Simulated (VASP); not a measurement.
# Sc (I4/mcm) in VASP: notebook

Runs on Sc. Level: PBE. Tasks: single point.

Everything below comes from runs of VASP 6.6.1. Logs are shortened: lines on timing, memory, paths and dates and some standing lists are left out, and cuts for length are marked.

## 1. The cell of the first run

The structure is tetragonal, space group I4/mcm (No. 140). Conventional cell: a = 6.093 Å, b = 6.093 Å, c = 5.339 Å, α = 90.00°, β = 90.00°, γ = 90.00°. Within 3.7 Å of Sc (site symmetry m2m) lie 11 Sc at 2.82 to 3.33 Å.

## 2. Single point, PBE

Input file INCAR:

```
PREC = Accurate
ENCUT = 520
EDIFF = 1E-6
ISMEAR = -1
SIGMA = 0.05
LREAL = F
LASPH = T
NELM = 80
ALGO = Fast
ISIF = 2
LWAVE = F
LCHARG = F
GGA = PE
NBANDS = 30
```

Input file KPOINTS:

```
regular mesh
0
Gamma
  7 7 7
```

Input file POSCAR:

```
Sc
1.0
   -3.0462773045      3.0462773045      2.6696681329
    3.0462773045     -3.0462773045      2.6696681329
    3.0462773045      3.0462773045     -2.6696681329
Sc
4
Direct
    0.8362695100      0.6637304900      0.5000000000
    0.3362695100      0.8362695100      0.1725390200
    0.6637304900      0.1637304900      0.8274609800
    0.1637304900      0.3362695100      0.5000000000
```

Potentials or basis: VASP PAW PBE potentials, release 64 (Sc_sv).

Command:

```console
$ cat potpaw_PBE.64/Sc_sv/POTCAR > POTCAR
$ mpirun -np 1 vasp_std > vasp.out
```

OUTCAR:

```text
PREC = Accurate
   ENCUT = 520
   EDIFF = 1E-6
   ISMEAR = -1
   LREAL = F
   LASPH = T
   NELM = 80
   ISIF = 2
   GGA = PE

 ion  position               nearest neighbor table
   1  0.836  0.664  0.500-   4 2.82   4 3.06   4 3.06   2 3.22   3 3.22   2 3.22   3 3.22   3 3.33
                             2 3.33   2 3.33   3 3.33
   2  0.336  0.836  0.173-   3 2.82   3 3.06   3 3.06   4 3.22   4 3.22   1 3.22   1 3.22   1 3.33
                             4 3.33   4 3.33   1 3.33
   3  0.664  0.164  0.827-   2 2.82   2 3.06   2 3.06   1 3.22   4 3.22   1 3.22   4 3.22   1 3.33
                             4 3.33   4 3.33   1 3.33
   4  0.164  0.336  0.500-   1 2.82   1 3.06   1 3.06   3 3.22   2 3.22   2 3.22   3 3.22   3 3.33
                             2 3.33   2 3.33   3 3.33

  LATTYP: Found a body centered tetragonal cell.
 ALAT       =     6.0925546090
 C/A-ratio  =     0.8763706866

  Lattice vectors:

 A1 = (  -3.0462773045,   3.0462773045,   2.6696681329)
 A2 = (   3.0462773045,  -3.0462773045,   2.6696681329)
 A3 = (   3.0462773045,   3.0462773045,  -2.6696681329)

Analysis of symmetry for initial positions (statically):
=====================================================================
 Subroutine PRICEL returns:
 Original cell was already a primitive cell.

 Routine SETGRP: Setting up the symmetry group for a
 body centered tetragonal supercell.

 Subroutine GETGRP returns: Found 16 space group operations
 (whereof  8 operations were pure point group operations)
 out of a pool of 16 trial point group operations.

The static configuration has the point symmetry C_4h.
 The point group associated with its full space group is D_4h.

Analysis of symmetry for dynamics (positions and initial velocities):
=====================================================================
 Subroutine PRICEL returns:
 Original cell was already a primitive cell.

 Routine SETGRP: Setting up the symmetry group for a
 body centered tetragonal supercell.

 Subroutine GETGRP returns: Found 16 space group operations
 (whereof  8 operations were pure point group operations)
 out of a pool of 16 trial point group operations.

The dynamic configuration has the point symmetry C_4h.
 The point group associated with its full space group is D_4h.

 Subroutine INISYM returns: Found 16 space group operations
 (whereof  8 operations are pure point group operations),
 and found     1 'primitive' translations

----------------------------------------------------------------------------------------

[... 97 lines left out ...]
   LREAL  =      F    real-space projection
   EDIFFG = 0.1E-04   stopping-criterion for IOM
   NSW    =      0    number of steps for IOM
   IBRION =     -1    ionic relax: 0-MD 1-quasi-New 2-CG
   NFREE  =      0    steps in history (QN), initial steepest desc. (CG)
   ISIF   =      2    stress and relaxation
   ISYM   =      2    0-nonsym 1-usesym 2-fastsym
   POTIM  = 0.5000    time-step for ionic-motion
   TEBEG  =    0.0;   TEEND  =   0.0 temperature during run
   PSTRESS=    0.0 pullay stress
   NELECT =      44.0000    total number of electrons
   NUPDOWN=      -1.0000    fix difference up-down
   EMIN   =  10.00;   EMAX   =-10.00  energy-range for DOS
   EFERMI =   0.00;   METHOD = LEGACY
   ISMEAR =    -1;   SIGMA  =   0.05  broadening in eV -4-tet -1-fermi 0-gaus
   EFERMI_NEDOS =   21; number of points for ismear=-14 and -15
   IALGO  =     68    algorithm
   IMIX   =      4    mixing-type and parameters
     AMIX     =   0.40;   BMIX     =  1.00
     AMIX_MAG =   1.60;   BMIX_MAG =  1.00
  volume/ion in A,a.u.               =      24.77       167.18
  Fermi-wavevector in a.u.,A,eV,Ry     =   1.248936  2.360148 21.222943  1.559842
  Thomas-Fermi vector in A             =   2.383000
   LORBIT       =      0    0 simple, 1 ext, 2 COOP (PROOUT), +10 PAW based schemes
   GGA     = PE    functional components
   LHFCALC =     F    Hartree Fock is set to
   AEXX    =    0.0000 exact exchange contribution
   IVDW    =     0    specifies the selected vdW correction
   LEPSILON=     F    determine dielectric tensor
   LRPA    =     F    only Hartree local field effects (RPA)
 non-spin polarized calculation
 RMM-DIIS sequential band-by-band and
  energy-cutoff  :      520.00
  volume of cell :       99.10
 maximum number of plane-waves:      2694
 NGX is ok and might be reduce to    40
   NGX = 19   NGY = 19   NGZ = 19

 number of electron      43.9999999 magnetization

 Free energy of the ion-electron system (eV)
  ---------------------------------------------------
  ext. energy  EPLUGINS =         0.00000000
  ---------------------------------------------------
  free energy    TOTEN  =       -24.15920520 eV

  energy without entropy =      -24.11335075  energy(sigma->0) =      -24.13627798

 E-fermi :   3.5546     XC(G=0):  -9.7837

 val. band max:        3.5395804650   @ k =  -0.4286  -0.4286   0.1429
 cond. band min:       3.5573974901   @ k =   0.4286   0.2857   0.1429
 fundamental gap:      0.0178170250
 Fermi energy:         3.5546341189

 k-point     1 :       0.0000    0.0000    0.0000
  band No.  band energies     occupation
      1     -45.7277      2.00000
      2     -45.6496      2.00000
      3     -45.5927      2.00000
      4     -45.5927      2.00000
      5     -24.5297      2.00000
      6     -24.4520      2.00000
[... 781 lines left out ...]
     29       5.5622      0.00000
     30       5.8112      0.00000

 [... further k-points ...]

------------------------ aborting loop because EDIFF is reached ----------------------------------------

  FORCE on cell =-STRESS in cart. coord.  units (eV):
  Direction    XX          YY          ZZ          XY          YZ          ZX
  --------------------------------------------------------------------------------------
  -------------------------------------------------------------------------------------
  Total        1.3893830      1.3893830      1.4078217      0.0000000     -0.0000000      0.0000000
  in kB       22.4634483     22.4634483     22.7615638      0.0000000     -0.0000000      0.0000000
  external PRESSURE =      22.5628202 kB  Pullay stress =       0.0000000 kB

 VOLUME and BASIS-vectors are now :
 -----------------------------------------------------------------------------
  energy-cutoff  :      520.00
  volume of cell :       99.10
      direct lattice vectors                 reciprocal lattice vectors
    -3.046277304  3.046277304  2.669668133     0.000000000  0.164134762  0.187289197
     3.046277304 -3.046277304  2.669668133     0.164134762  0.000000000  0.187289197
     3.046277304  3.046277304 -2.669668133     0.164134762  0.164134762  0.000000000

 POSITION                                       TOTAL-FORCE (eV/Angst)
 -----------------------------------------------------------------------------------
      0.99754      2.04874      2.66967         0.072864     -0.072864      0.000000
      2.04874     -0.99754      2.66967        -0.072864     -0.072864      0.000000
      0.99754      4.04381      0.00000         0.072864      0.072864     -0.000000
      2.04874      0.99754      0.00000        -0.072864      0.072864      0.000000
 -----------------------------------------------------------------------------------
    total drift:                                0.000000      0.000000     -0.000000

  FREE ENERGIE OF THE ION-ELECTRON SYSTEM (eV)
  ---------------------------------------------------
  free  energy   TOTEN  =       -24.1592052040 eV

  energy  without entropy=      -24.1133507536  energy(sigma->0) =      -24.13627798
```

OSZICAR:

```text
N       E                     dE             d eps       ncg     rms          rms(c)
DAV:   1     0.916125075771E+03    0.91613E+03   -0.19905E+04  2400   0.155E+03
DAV:   2     0.429986138074E+02   -0.87313E+03   -0.85910E+03  3432   0.722E+02
DAV:   3    -0.236589283877E+02   -0.66658E+02   -0.63642E+02  4052   0.268E+02
[... 11 lines left out ...]
RMM:  15    -0.241591933864E+02   -0.13567E-04   -0.13862E-04  3205   0.428E-02    0.244E-03
RMM:  16    -0.241592005995E+02   -0.72130E-05   -0.67305E-05  2835   0.270E-02    0.159E-03
RMM:  17    -0.241592029234E+02   -0.23240E-05   -0.24178E-05  2768   0.166E-02    0.198E-03
RMM:  18    -0.241592045618E+02   -0.16383E-05   -0.12468E-05  2545   0.113E-02    0.283E-03
RMM:  19    -0.241592052040E+02   -0.64222E-06   -0.39525E-06  2379   0.109E-02
   1 F= -.24159205E+02 E0= -.24136278E+02  d E =-.458545E-01
```

Wall time 6.4 min (1 thread of Intel Xeon 8259CL, shared host); peak memory 0.28 GiB.

What came out:

* Free energy: -24.1592 eV
* Pressure: 2.3 GPa
* Largest force: 0.103 eV/Å
* Band gap on the k mesh: zero (bands 22 and 23 overlap by 0.69 eV)

Forces in eV/Å, atoms in the order of the input:
```
Sc   0.073 -0.073  0.000
Sc  -0.073 -0.073  0.000
Sc   0.073  0.073  0.000
Sc  -0.073  0.073  0.000
```

Levels at points of the mesh, in eV from the Fermi level:
| k point | band 19 | band 20 | band 21 | band 22 | band 23 | band 24 | band 25 | band 26 |
| --- | --- | --- | --- | --- | --- | --- | --- | --- |
| (0.00, 0.00, 0.00) | -0.72 | -0.41 | -0.33 | -0.33 | 0.32 | 1.03 | 1.03 | 1.46 |

## 3. Single point, PBE

This run uses another cell than the first one, of 25.29 Å³/atom.

Input file INCAR:

```
SYSTEM = Sc
PREC = Accurate ; ENCUT = 520
EDIFF = 1E-6 ; ISMEAR = -1
SIGMA = 0.05 ; LREAL = .FALSE.
LASPH = .TRUE. ; NELM = 80
ALGO = Fast ; ISIF = 2
LWAVE = .FALSE. ; LCHARG = .FALSE.
GGA = PE ; NBANDS = 30
```

Input file KPOINTS:

```
Automatic mesh
0
G
  7 7 7
  0 0 0
```

Input file POSCAR:

```
Sc
1.0
   -3.0672867774      3.0672867774      2.6880802191
    3.0672867774     -3.0672867774      2.6880802191
    3.0672867774      3.0672867774     -2.6880802191
Sc
4
Direct
    0.8362695100      0.6637304900      0.5000000000
    0.3362695100      0.8362695100      0.1725390200
    0.6637304900      0.1637304900      0.8274609800
    0.1637304900      0.3362695100      0.5000000000
```

Potentials or basis: VASP PAW PBE potentials, release 64 (Sc_sv).

Command:

```console
$ cat potpaw_PBE.64/Sc_sv/POTCAR > POTCAR
$ mpirun -np 1 vasp_std > vasp.out
```

Run time: 6.6 min. Hardware: 1 thread of Intel Xeon 8259CL, shared host; peak memory 0.29 GiB.

Results (log left out):

```
Free energy            : -24.1819 eV
Pressure               : 1.2 GPa
Largest force          : 0.076 eV/Å
Band gap on the k mesh : zero (bands 22 and 23 overlap by 0.65 eV)
```

Forces on the atoms (eV/Å):
```
Sc   0.054 -0.054  0.000
Sc  -0.054 -0.054  0.000
Sc   0.054  0.054  0.000
Sc  -0.054  0.054  0.000
```

Levels at points of the mesh, in eV from the Fermi level:
| k point | band 20 | band 21 | band 22 | band 23 | band 24 | band 25 |
| --- | --- | --- | --- | --- | --- | --- |
| (0.00, 0.00, 0.00) | -0.40 | -0.32 | -0.32 | 0.30 | 1.00 | 1.00 |

(Part 1 of 2 ends here.)

The gap in the log of VASP goes by the Fermi energy; the results here count the filled bands.